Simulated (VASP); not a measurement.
# Mg (Im-3m) in VASP: further runs

Mg is run at these levels: PBE; tasks: single point, relaxation of cell and atoms.

Everything below comes from runs of VASP 6.6.1. Logs are shortened: lines on timing, memory, paths and dates and some standing lists are left out, and cuts for length are marked.

### Step 1. The cell of the first run

Symmetry: Im-3m, No. 229, cubic system. Conventional cell: a = 3.432 Å, b = 3.432 Å, c = 3.432 Å, α = 90.00°, β = 90.00°, γ = 90.00°. Mg (site symmetry m-3m) has 14 Mg at 2.97 to 3.43 Å within 3.9 Å.

### Step 2. Single point, PBE

The input, INCAR:

```
SYSTEM = Mg
PREC = Accurate
ENCUT = 520
EDIFF = 1E-7
ISMEAR = -1
SIGMA = 0.08
LREAL = .False.
LASPH = .True.
NELM = 100
ALGO = Normal
ISIF = 2
LWAVE = .False.
LCHARG = .False.
GGA = PE
NBANDS = 7
```

The input, KPOINTS:

```
Automatic mesh
0
Gamma
  16 16 16
  0 0 0
```

The input, POSCAR:

```
Mg
1.0
   -1.7162116785      1.7162116785      1.7162116785
    1.7162116785     -1.7162116785      1.7162116785
    1.7162116785      1.7162116785     -1.7162116785
Mg
1
Direct
    0.0000000000      0.0000000000      0.0000000000
```

Potentials or basis: VASP PAW PBE potentials, release 64 (Mg).

The run is started by

```sh
$ cat potpaw_PBE.64/Mg/POTCAR > POTCAR
$ mpirun -np 1 vasp_std > vasp.out
```

OUTCAR:

```text
SYSTEM = Mg
   PREC = Accurate
   ENCUT = 520
   EDIFF = 1E-7
   ISMEAR = -1
   LREAL = .False.
   LASPH = .True.
   NELM = 100
   ISIF = 2
   GGA = PE

 ion  position               nearest neighbor table
   1  0.000  0.000  0.000-

  LATTYP: Found a body centered cubic cell.
 ALAT       =     3.4324233570

  Lattice vectors:

 A1 = (  -1.7162116785,   1.7162116785,   1.7162116785)
 A2 = (   1.7162116785,  -1.7162116785,   1.7162116785)
 A3 = (   1.7162116785,   1.7162116785,  -1.7162116785)

Analysis of symmetry for initial positions (statically):
=====================================================================
 Subroutine PRICEL returns:
 Original cell was already a primitive cell.

 Routine SETGRP: Setting up the symmetry group for a
 body centered cubic supercell.

 Subroutine GETGRP returns: Found 48 space group operations
 (whereof 48 operations were pure point group operations)
 out of a pool of 48 trial point group operations.

The static configuration has the point symmetry O_h .

Analysis of symmetry for dynamics (positions and initial velocities):
=====================================================================
 Subroutine PRICEL returns:
 Original cell was already a primitive cell.

 Routine SETGRP: Setting up the symmetry group for a
 body centered cubic supercell.

 Subroutine GETGRP returns: Found 48 space group operations
 (whereof 48 operations were pure point group operations)
 out of a pool of 48 trial point group operations.

The dynamic configuration has the point symmetry O_h .

 Subroutine INISYM returns: Found 48 space group operations
 (whereof 48 operations are pure point group operations),
 and found     1 'primitive' translations

----------------------------------------------------------------------------------------

                                     Primitive cell

  volume of cell :      20.2196

  direct lattice vectors                    reciprocal lattice vectors
    -1.716211678  1.716211678  1.716211678     0.000000000  0.291339353  0.291339353
     1.716211678 -1.716211678  1.716211678     0.291339353  0.000000000  0.291339353
     1.716211678  1.716211678 -1.716211678     0.291339353  0.291339353  0.000000000

  length of vectors
     2.972565824  2.972565824  2.972565824     0.412016064  0.412016064  0.412016064

  position of ions in fractional coordinates (direct lattice)
     0.000000000  0.000000000  0.000000000

  ion indices of the primitive-cell ions
   primitive index   ion index
                 1           1

----------------------------------------------------------------------------------------

 KPOINTS: Automatic mesh

Automatic generation of k-mesh.
 Grid dimensions read from file:
 generate k-points for:   16   16   16

 Generating k-lattice:

  Cartesian coordinates                     Fractional coordinates (reciprocal lattice)
     0.000000000  0.018208710  0.018208710     0.062500000  0.000000000  0.000000000
     0.018208710  0.000000000  0.018208710     0.000000000  0.062500000  0.000000000
     0.018208710  0.018208710  0.000000000     0.000000000  0.000000000  0.062500000

  Length of vectors
     0.025751004  0.025751004  0.025751004

  Shift w.r.t. Gamma in fractional coordinates (k-lattice)
     0.000000000  0.000000000  0.000000000

 Subroutine IBZKPT returns following result:
 ===========================================

 Found    145 irreducible k-points:

 Following reciprocal coordinates:
            Coordinates               Weight
  0.000000  0.000000  0.000000      1.000000
  0.062500  0.000000  0.000000     12.000000
  0.125000  0.000000  0.000000     12.000000
  0.187500  0.000000  0.000000     12.000000
  0.250000  0.000000  0.000000     12.000000
  0.312500  0.000000  0.000000     12.000000
[... 16 lines left out ...]
  0.187500  0.187500  0.000000     24.000000
  0.250000  0.187500 -0.000000     48.000000
 [... further k-points ...]
   k-points           NKPTS =    145   k-points in BZ     NKDIM =    145   number of bands    NBANDS=      7
   number of dos      NEDOS =    301   number of ions     NIONS =      1
   total plane-waves  NPLWV =  13824
   dimension x,y,z NGX =    24 NGY =   24 NGZ =   24
   dimension x,y,z NGXF=    48 NGYF=   48 NGZF=   48
   ions per type =               1
   NGX,Y,Z   is equivalent  to a cutoff of  13.42, 13.42, 13.42 a.u.
   NGXF,Y,Z  is equivalent  to a cutoff of  26.84, 26.84, 26.84 a.u.
 SYSTEM =  Mg
   PREC   = accura    normal or accurate (medium, high low for compatibility)
   ISTART =      0    job   : 0-new  1-cont  2-samecut
   ICHARG =      2    charge: 1-file 2-atom 10-const
   ISPIN  =      1    spin polarized calculation?
   LNONCOLLINEAR =      F non collinear calculations
   LSORBIT =      F    spin-orbit coupling
   LASPH  =      T    aspherical Exc in radial PAW
   ENCUT  =  520.0 eV  38.22 Ry    6.18 a.u.   5.53  5.53  5.53*2*pi/ulx,y,z
   NELM   =    100;   NELMIN=  2; NELMDL= -5     # of ELM steps
   EDIFF  = 0.1E-06   stopping-criterion for ELM
   LREAL  =      F    real-space projection
   EDIFFG = 0.1E-05   stopping-criterion for IOM
   NSW    =      0    number of steps for IOM
   IBRION =     -1    ionic relax: 0-MD 1-quasi-New 2-CG
   NFREE  =      0    steps in history (QN), initial steepest desc. (CG)
   ISIF   =      2    stress and relaxation
   ISYM   =      2    0-nonsym 1-usesym 2-fastsym
   POTIM  = 0.5000    time-step for ionic-motion
   TEBEG  =    0.0;   TEEND  =   0.0 temperature during run
   PSTRESS=    0.0 pullay stress
   NELECT =       2.0000    total number of electrons
   NUPDOWN=      -1.0000    fix difference up-down
   EMIN   =  10.00;   EMAX   =-10.00  energy-range for DOS
   EFERMI =   0.00;   METHOD = LEGACY
   ISMEAR =    -1;   SIGMA  =   0.08  broadening in eV -4-tet -1-fermi 0-gaus
   EFERMI_NEDOS =   21; number of points for ismear=-14 and -15
   IALGO  =     38    algorithm
   IMIX   =      4    mixing-type and parameters
     AMIX     =   0.40;   BMIX     =  1.00
     AMIX_MAG =   1.60;   BMIX_MAG =  1.00
  volume/ion in A,a.u.               =      20.22       136.45
  Fermi-wavevector in a.u.,A,eV,Ry     =   0.757113  1.430736  7.799131  0.573220
  Thomas-Fermi vector in A             =   1.855386
   LORBIT       =      0    0 simple, 1 ext, 2 COOP (PROOUT), +10 PAW based schemes
   GGA     = PE    functional components
   LHFCALC =     F    Hartree Fock is set to
   AEXX    =    0.0000 exact exchange contribution
   IVDW    =     0    specifies the selected vdW correction
   LEPSILON=     F    determine dielectric tensor
   LRPA    =     F    only Hartree local field effects (RPA)
 non-spin polarized calculation
  energy-cutoff  :      520.00
  volume of cell :       20.22
 maximum number of plane-waves:       560
 NGX is ok and might be reduce to    24
   NGX = 11   NGY = 11   NGZ = 11

 number of electron       2.0000000 magnetization

 Free energy of the ion-electron system (eV)
  ---------------------------------------------------
  ext. energy  EPLUGINS =         0.00000000
  ---------------------------------------------------
  free energy    TOTEN  =        -1.44047510 eV

  energy without entropy =       -1.43162351  energy(sigma->0) =       -1.43604931

 E-fermi :   3.3647     XC(G=0):  -8.8963

 val. band max:        3.3158107919   @ k =   0.5000   0.5000   0.1875
 cond. band min:       3.3691509389   @ k =   0.3750   0.1250   0.0625
 fundamental gap:      0.0533401469
 Fermi energy:         3.3647350636

 k-point     1 :       0.0000    0.0000    0.0000
  band No.  band energies     occupation
      1      -4.1611      2.00000
      2      17.2508      0.00000
      3      17.2508      0.00000
      4      17.2508      0.00000
      5      19.4007      0.00000
      6      19.4007      0.00000
      7      20.2657      0.00000

 k-point     2 :       0.0625    0.0000    0.0000
  band No.  band energies     occupation
      1      -4.0610      2.00000
      2      16.1401      0.00000
      3      16.7292      0.00000
      4      16.8815      0.00000
      5      18.5471      0.00000
      6      18.5938      0.00000
      7      20.3269      0.00000

 k-point     3 :       0.1250    0.0000    0.0000
  band No.  band energies     occupation
      1      -3.7613      2.00000
      2      13.9096      0.00000
      3      15.7530      0.00000
      4      16.1662      0.00000
      5      17.4724      0.00000
      6      18.1633      0.00000
      7      20.4663      0.00000

 k-point     4 :       0.1875    0.0000    0.0000
  band No.  band energies     occupation
      1      -3.2641      2.00000
      2      11.6058      0.00000
      3      14.7903      0.00000
      4      15.4517      0.00000
      5      16.5395      0.00000
      6      17.7020      0.00000
      7      20.8469      0.00000

 k-point     5 :       0.2500    0.0000    0.0000
  band No.  band energies     occupation
      1      -2.5730      2.00000
      2       9.4059      0.00000
      3      13.9620      0.00000
      4      14.8372      0.00000
      5      15.7735      0.00000
      6      17.1829      0.00000
      7      21.4892      0.00000

 k-point     6 :       0.3125    0.0000    0.0000
  band No.  band energies     occupation
      1      -1.6930      2.00000
      2       7.3461      0.00000
      3      13.3036      0.00000
      4      14.3508      0.00000
      5      15.1785      0.00000
      6      16.6932      0.00000
      7      22.1517      0.00000

 k-point     7 :       0.3750    0.0000    0.0000
  band No.  band energies     occupation
      1      -0.6316      2.00000
      2       5.4412      0.00000
      3      12.8281      0.00000
      4      14.0012      0.00000
      5      14.7544      0.00000
      6      16.3023      0.00000
      7      22.8515      0.00000

 k-point     8 :       0.4375    0.0000    0.0000
  band No.  band energies     occupation
      1       0.5935      2.00000
      2       3.7101      0.02632
      3      12.5412      0.00000
      4      13.7910      0.00000
      5      14.5004      0.00000
      6      16.0528      0.00000
      7      23.5363      0.00000

 k-point     9 :       0.5000    0.0000    0.0000
  band No.  band energies     occupation
      1       1.6760      2.00000
      2       2.4590      1.99998
      3      12.4453      0.00000
      4      13.7210      0.00000
      5      14.4158      0.00000
      6      15.9672      0.00000
      7      23.8777      0.00000

 k-point    10 :       0.0625    0.0625    0.0000
  band No.  band energies     occupation
      1      -3.8610      2.00000
      2      14.9170      0.00000
      3      15.2679      0.00000
      4      16.4327      0.00000
      5      17.9754      0.00000
      6      18.5943      0.00000
      7      20.4536      0.00000

 k-point    11 :       0.1250    0.0625    0.0000
  band No.  band energies     occupation
      1      -3.4626      2.00000
      2      12.7641      0.00000
      3      14.1488      0.00000
      4      15.6823      0.00000
      5      17.3836      0.00000
      6      18.4291      0.00000
      7      20.2203      0.00000
[... 51 lines left out ...]
 k-point    17 :       0.1250    0.1250    0.0000
  band No.  band energies     occupation
      1      -2.9672      2.00000
      2      11.4744      0.00000
      3      12.2819      0.00000
      4      14.9524      0.00000
      5      17.3823      0.00000
      6      18.4978      0.00000
      7      20.9954      0.00000

 k-point    18 :       0.1875    0.1250    0.0000
  band No.  band energies     occupation
      1      -2.2786      2.00000
      2       9.5621      0.00000
      3      11.2366      0.00000
      4      14.2708      0.00000
      5      17.0346      0.00000
      6      18.6757      0.00000
      7      20.6862      0.00000

 k-point    19 :       0.2500    0.1250    0.0000
  band No.  band energies     occupation
      1      -1.4019      2.00000
      2       7.5690      0.00000
      3      10.5637      0.00000
      4      13.7143      0.00000
      5      16.5642      0.00000
      6      18.9487      0.00000
      7      20.5643      0.00000

 k-point    20 :       0.3125    0.1250    0.0000
  band No.  band energies     occupation
      1      -0.3448      2.00000
      2       5.6928      0.00000
      3      10.0973      0.00000
      4      13.3070      0.00000
      5      16.1783      0.00000
      6      18.9674      0.00000
      7      21.0081      0.00000

 k-point    21 :       0.3750    0.1250    0.0000
  band No.  band energies     occupation
      1       0.8743      2.00000
      2       3.9783      0.00093
      3       9.8194      0.00000
      4      13.0593      0.00000
      5      15.9353      0.00000
      6      18.8644      0.00000
      7      21.7881      0.00000

 k-point    22 :       0.4375    0.1250   -0.0000
  band No.  band energies     occupation
      1       1.9451      2.00000
      2       2.7419      1.99917
      3       9.7270      0.00000
      4      12.9762      0.00000
      5      15.8529      0.00000
      6      18.8161      0.00000
      7      22.3069      0.00000

 k-point    23 :       0.1875    0.1875    0.0000
  band No.  band energies     occupation
      1      -1.4988      2.00000
      2       8.4714      0.00000
      3       9.5357      0.00000
      4      13.6387      0.00000
      5      17.3174      0.00000
      6      18.6273      0.00000
      7      22.1085      0.00000

 k-point    24 :       0.2500    0.1875   -0.0000
  band No.  band energies     occupation
      1      -0.5354      2.00000
      2       6.8446      0.00000
      3       8.6675      0.00000
      4      13.1430      0.00000
      5      17.2229      0.00000
      6      19.0545      0.00000
      7      21.8444      0.00000

 [... further k-points ...]
[... 5 lines left out ...]
  --------------------------------------------------------------------------------------
  -------------------------------------------------------------------------------------
  Total        0.7045999      0.7045999      0.7045999     -0.0000000      0.0000000     -0.0000000
  in kB       55.8316679     55.8316679     55.8316679     -0.0000000      0.0000000     -0.0000000
  external PRESSURE =      55.8316679 kB  Pullay stress =       0.0000000 kB

 VOLUME and BASIS-vectors are now :
 -----------------------------------------------------------------------------
  energy-cutoff  :      520.00
  volume of cell :       20.22
      direct lattice vectors                 reciprocal lattice vectors
    -1.716211678  1.716211678  1.716211678     0.000000000  0.291339353  0.291339353
     1.716211678 -1.716211678  1.716211678     0.291339353  0.000000000  0.291339353
     1.716211678  1.716211678 -1.716211678     0.291339353  0.291339353  0.000000000

 POSITION                                       TOTAL-FORCE (eV/Angst)
 -----------------------------------------------------------------------------------
      0.00000      0.00000      0.00000         0.000000      0.000000     -0.000000
 -----------------------------------------------------------------------------------
    total drift:                                0.000000      0.000000      0.000000

  FREE ENERGIE OF THE ION-ELECTRON SYSTEM (eV)
  ---------------------------------------------------
  free  energy   TOTEN  =        -1.4404751002 eV

  energy  without entropy=       -1.4316235148  energy(sigma->0) =       -1.43604931
```

Run time: 5.2 s. Hardware: 1 thread of Intel Xeon 6975P-C, shared host; peak memory 0.15 GiB.

What came out:

| Item | Value |
| --- | --- |
| Free energy | -1.4405 eV |
| Pressure | 5.6 GPa |
| Band gap on the k mesh | zero (band 1 reaches 7.38 eV, above the bottom of band 2 at 2.46 eV) |

### Step 3. Single point, PBE

The input, INCAR:

```
  PREC = Accurate
  ENCUT = 520
  EDIFF = 1E-6
  ISMEAR = -1
  SIGMA = 0.08
  LREAL = F
  LASPH = T
  NELM = 80
  ALGO = Normal
  ISIF = 2
  LWAVE = F
  LCHARG = F
  GGA = PE
  NBANDS = 7
```

The input, KPOINTS:

```
Automatic mesh
0
Gamma
  16 16 16
```

The input, POSCAR:

```
Mg
1.0
   -1.7158294118      1.7158294118      1.7158294118
    1.7158294118     -1.7158294118      1.7158294118
    1.7158294118      1.7158294118     -1.7158294118
Mg
1
Direct
    0.0000000000      0.0000000000      0.0000000000
```

Potentials or basis: VASP PAW PBE potentials, release 64 (Mg).

The run is started by

```sh
$ cat potpaw_PBE.64/Mg/POTCAR > POTCAR
$ mpirun -np 1 vasp_std > vasp.out
```

OUTCAR:

```text
PREC = Accurate
   ENCUT = 520
   EDIFF = 1E-6
   ISMEAR = -1
   LREAL = F
   LASPH = T
   NELM = 80
   ISIF = 2
   GGA = PE

 ion  position               nearest neighbor table
   1  0.000  0.000  0.000-

  LATTYP: Found a body centered cubic cell.
 ALAT       =     3.4316588236

  Lattice vectors:

 A1 = (  -1.7158294118,   1.7158294118,   1.7158294118)
 A2 = (   1.7158294118,  -1.7158294118,   1.7158294118)
 A3 = (   1.7158294118,   1.7158294118,  -1.7158294118)

[... 417 lines left out ...]
      7      21.8562      0.00000

 [... further k-points ...]

------------------------ aborting loop because EDIFF is reached ----------------------------------------

  FORCE on cell =-STRESS in cart. coord.  units (eV):
  Direction    XX          YY          ZZ          XY          YZ          ZX
  --------------------------------------------------------------------------------------
  -------------------------------------------------------------------------------------
  Total        0.7089135      0.7089135      0.7089135     -0.0000000     -0.0000000      0.0000000
  in kB       56.2110282     56.2110282     56.2110282     -0.0000000     -0.0000000      0.0000000
  external PRESSURE =      56.2110282 kB  Pullay stress =       0.0000000 kB

 VOLUME and BASIS-vectors are now :
 -----------------------------------------------------------------------------
  energy-cutoff  :      520.00
  volume of cell :       20.21
      direct lattice vectors                 reciprocal lattice vectors
    -1.715829412  1.715829412  1.715829412     0.000000000  0.291404260  0.291404260
     1.715829412 -1.715829412  1.715829412     0.291404260  0.000000000  0.291404260
     1.715829412  1.715829412 -1.715829412     0.291404260  0.291404260  0.000000000

 POSITION                                       TOTAL-FORCE (eV/Angst)
 -----------------------------------------------------------------------------------
      0.00000      0.00000      0.00000         0.000000     -0.000000      0.000000
 -----------------------------------------------------------------------------------
    total drift:                                0.000000      0.000000     -0.000000

  FREE ENERGIE OF THE ION-ELECTRON SYSTEM (eV)
  ---------------------------------------------------
  free  energy   TOTEN  =        -1.4400026749 eV

  energy  without entropy=       -1.4311558675  energy(sigma->0) =       -1.43557927
```

stdout:

```text
POSCAR found type information on POSCAR Mg
 POSCAR found :  1 types and       1 ions
 scaLAPACK will be used
 LDA part: xc-table for (Slater+PW92), standard interpolation
 POSCAR, INCAR and KPOINTS ok, starting setup
 FFT: planning ... GRIDC
 FFT: planning ... GRID_SOFT
 FFT: planning ... GRID
 WAVECAR not read
 entering main loop
```

Wall time 5.6 s (1 thread of Intel Xeon 6975P-C, shared host); peak memory 0.15 GiB.

Results:

```
Free energy            : -1.4400 eV
Pressure               : 5.6 GPa
Band gap on the k mesh : zero (band 1 reaches 7.39 eV, above the bottom of band 2 at 2.46 eV)
```

(Part 1 of 2 ends here.)
